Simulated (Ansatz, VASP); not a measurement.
# RbBr: VASP beside Ansatz

```xyz
2
Lattice="4.1261 0.0000 0.0000 0.0000 4.1261 0.0000 0.0000 0.0000 4.1261" Properties=species:S:1:pos:R:3 pbc="T T T"
Rb    0.0000    0.0000    0.0000
Br    2.0630    2.0630    2.0630
```

Alike in both runs: task single point; functional PBEsol; k mesh 10 × 10 × 10; occupations gaussian, width 0.05 eV; no spin polarisation.

|  | VASP | Ansatz |
| --- | --- | --- |
| version | VASP 6.6.1 | Ansatz 0.2.0 |
| potentials or method | VASP PAW PBE potentials, release 64 (Rb_sv, Br), cutoff 520 eV | scalar-relativistic, plane waves, PAW |
| valence electrons in the cell | 16 | 16 |

VASP gave:

* gap on the k mesh at the Fermi level (eV): 3.90
* pressure (GPa): -0.6

Question: Estimate Ansatz's values.

Answer: gap on the k mesh at the Fermi level (eV): 3.91; pressure (GPa): -0.6.

VASP's potentials were made for PBE, not for PBEsol.
